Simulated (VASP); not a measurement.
Runs of VASP 6.6.1 on ReP2. The structure is that of space group P4/mmm (No. 123), or close to it. The cells are those of the table. 

```csv
task,cell,k mesh,cutoff (eV),gap on the mesh (eV),pressure (GPa),relaxed volume (Å³/atom)
single point,"a = 4.154, b = 4.154, c = 2.938 Å, 3 atoms",4 × 4 × 6,520,none,-6.2,-
relaxation of cell and atoms,"relaxed from a = 4.154, b = 4.154, c = 2.938 Å, 3 atoms",4 × 4 × 6,600,none,-0.3,16.03
relaxation of cell and atoms,"relaxed from a = 3.953, b = 3.953, c = 3.060 Å, 3 atoms",12 × 12 × 16,600,none,0.0,16.03
single point,"a = 3.996, b = 3.996, c = 2.999 Å, 3 atoms",12 × 12 × 16,520,none,(a),-
```

Alike in all rows: level PBE; potentials or basis VASP PAW PBE potentials, release 64 (Re, P); no spin polarisation; smearing gaussian 0.1 eV.

Question: Estimate the missing entries.

Answer: (a) 0.7.

Caveats: some runs use coarse meshes; spin-orbit coupling is left out, which moves the levels of the heavy elements.

A k mesh can miss the band edges, and the runs leave out spin-orbit coupling on Re.

A gap of «none» marks levels without a gap at the run's occupations.
